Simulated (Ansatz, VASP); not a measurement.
Two plane-wave programs on F

File INCAR:

```
SYSTEM = F
  PREC = Accurate
  ENCUT = 520
  EDIFF = 1E-6
  ISMEAR = 0
  SIGMA = 0.05
  LREAL = .False.
  LASPH = .True.
  NELM = 60
  ALGO = Normal
  ISIF = 2
  LWAVE = .False.
  LCHARG = .False.
  GGA = PE
  IVDW = 12
  NBANDS = 22
```

The input KPOINTS:

```
Automatic mesh
0
Gamma
  8 8 4
  0 0 0
```

Contents of POSCAR:

```
F
1.0
    2.7862275379     -1.8807475184      0.2940387676
    2.7862275379      1.8807475184      0.2940387676
   -0.8702658762      0.0000000000      7.0849965737
F
4
Direct
    0.9138648456      0.5855481450      0.0939279973
    0.4144518550      0.0861351544      0.4060720027
    0.0861351544      0.4144518550      0.9060720027
    0.5855481450      0.9138648456      0.5939279973
```

Input for Ansatz:

```yaml
crystal:
  lattice:
    - [2.7862275379, -1.8807475184, 0.2940387676]
    - [2.7862275379, 1.8807475184, 0.2940387676]
    - [-0.8702658762, 0.0, 7.0849965737]
  atoms:
    - { symbol: F, position: [0.9138648456, 0.585548145, 0.0939279973] }
    - { symbol: F, position: [0.414451855, 0.0861351544, 0.4060720027] }
    - { symbol: F, position: [0.0861351544, 0.414451855, 0.9060720027] }
    - { symbol: F, position: [0.585548145, 0.9138648456, 0.5939279973] }
basis:
  ecutwfc: 520.0
kpoints:
  mp_grid: { grid: [8, 8, 4] }
hamiltonian:
  xc: pbe
  dispersion: d3bj
scf:
  occupations: { method: gaussian, width: 0.05 }
output:
  forces: true
  stress: true
  eigenvalues: true
```

Change from the starting cell: volume 18.804 Å^3 an atom, stretch along a over the lengths across it, relative to the relaxed cell 0.9416.

Alike in both runs: task single point; functional PBE; dispersion D3(BJ); k mesh 8 × 8 × 4; occupations gaussian, width 0.05 eV; no spin polarisation.

|  | VASP | Ansatz |
| --- | --- | --- |
| version | VASP 6.6.1 | Ansatz 0.2.0 |
| potentials or method | VASP PAW PBE potentials, release 64 (F), cutoff 520 eV | scalar-relativistic, plane waves, PAW |
| valence electrons in the cell | 28 | 28 |

Ansatz gave:

* gap on the k mesh at the Fermi level (eV): 2.34
* least direct gap on the mesh (eV): 2.34
* pressure (GPa): -4.4
* traceless stress, the component that is largest in VASP (GPa): -6.02
* rms of the force components (eV/Å): 1.123

Task: What did VASP give for the same quantities?

Result: gap on the k mesh at the Fermi level (eV): 2.28; least direct gap on the mesh (eV): 2.28; pressure (GPa): -4.3; traceless stress, the component that is largest in VASP (GPa): -5.24; rms of the force components (eV/Å): 0.976.

Atom by atom the forces differ by 0.147 eV/Å (rms over components).
